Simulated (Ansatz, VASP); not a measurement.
## Two plane-wave programs on WC

Contents of INCAR:

```
ALGO = Normal
EDIFF = 1E-6
ENCUT = 600
GGA_COMPAT = F
ISIF = 2
ISMEAR = 0
LASPH = T
LCHARG = F
LREAL = F
LWAVE = F
NBANDS = 16
NELM = 120
PREC = Accurate
SIGMA = 0.15
```

File KPOINTS:

```
k-points
0
Gamma
  18 18 18
```

Contents of POSCAR:

```
WC
1.0
    0.0000000000      2.1926840000      2.3023182000
    2.1926840000      0.0000000000      2.3023182000
    2.1926840000      2.1926840000      0.0000000000
W C
1 1
Direct
    0.0000000000      0.0000000000      0.0000000000
    0.5000000000      0.5000000000      0.5000000000
```

Input for Ansatz:

```yaml
crystal:
  lattice:
    - [0.0, 2.192684, 2.3023182]
    - [2.192684, 0.0, 2.3023182]
    - [2.192684, 2.192684, 0.0]
  atoms:
    - { symbol: W, position: [0.0, 0.0, 0.0] }
    - { symbol: C, position: [0.5, 0.5, 0.5] }
basis:
  ecutwfc: 420
kpoints:
  mp_grid: { grid: [18, 18, 18] }
hamiltonian:
  xc: lda
scf:
  occupations: { method: gaussian, width: 0.15 }
output:
  forces: true
  stress: true
  eigenvalues: true
```

Change from the starting cell: strain +0.000 along x and y, +0.050 along z, atoms carried along.

Alike in both runs: task single point; functional LDA; k mesh 18 × 18 × 18; occupations gaussian, width 0.15 eV; no spin polarisation.

|  | VASP | Ansatz |
| --- | --- | --- |
| version | VASP 6.6.1 | Ansatz 0.2.0 |
| potentials or method | VASP PAW LDA potentials, release 64 (W_sv, C), cutoff 600 eV | scalar-relativistic, plane waves, PAW |
| valence electrons in the cell | 18 | 18 |

Ansatz gave:

```
gap on the k mesh at the Fermi level (eV)                     : none
pressure (GPa)                                                : -28.9
traceless stress, the component that is largest in VASP (GPa) : -11.32
```

Problem. Estimate VASP's values.

Solution. gap on the k mesh at the Fermi level (eV): none; pressure (GPa): -27.3; traceless stress, the component that is largest in VASP (GPa): -11.57.

LDA's correlation is that of Perdew and Zunger in VASP and of Perdew and Wang (1992) in Ansatz. A gap of «none» marks a metal or a gap that the smearing closes.

Neither program's run includes spin-orbit coupling.
